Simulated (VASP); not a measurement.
Here is a VASP 6.6.1 calculation.

The input INCAR:

```
PREC = Accurate ; ENCUT = 520
EDIFF = 1E-7 ; ISMEAR = 0
SIGMA = 0.05 ; LREAL = F
LASPH = T ; NELM = 80
ALGO = Normal ; ISIF = 2
LWAVE = F ; LCHARG = F
GGA = PS ; NBANDS = 16
```

The input KPOINTS:

```
Automatic mesh
0
Gamma
  9 9 6
```

POSCAR

```
MgO
1.0
    3.3034678116      0.0000000000      0.0000000000
   -1.6517339058      2.8608870454      0.0000000000
    0.0000000000      0.0000000000      5.1198000000
Mg O
2 2
Direct
    0.3333333333      0.6666666667      0.0036583380
    0.6666666667      0.3333333333      0.5036583380
    0.3333333333      0.6666666667      0.4009416620
    0.6666666667      0.3333333333      0.9009416620
```

Potentials or basis: VASP PAW PBE potentials, release 64 (Mg, O).

The run is started by

```sh
$ cat potpaw_PBE.64/Mg/POTCAR potpaw_PBE.64/O/POTCAR > POTCAR
$ mpirun -np 1 vasp_std > vasp.out
```

What does it give for the band gap on the k mesh?

3.28 eV, direct.

Predict the pressure.

-2.3 GPa.

Predict the largest force.

0.190 eV/Å.

Forces in eV/Å, atoms in the order of the input:
```
Mg   0.000  0.000  0.190
Mg   0.000  0.000  0.190
O    0.000  0.000 -0.190
O    0.000  0.000 -0.190
```

Caveat: the PAW data sets were made with another functional, which shifts forces and pressure a little. A k mesh can miss the band edges.
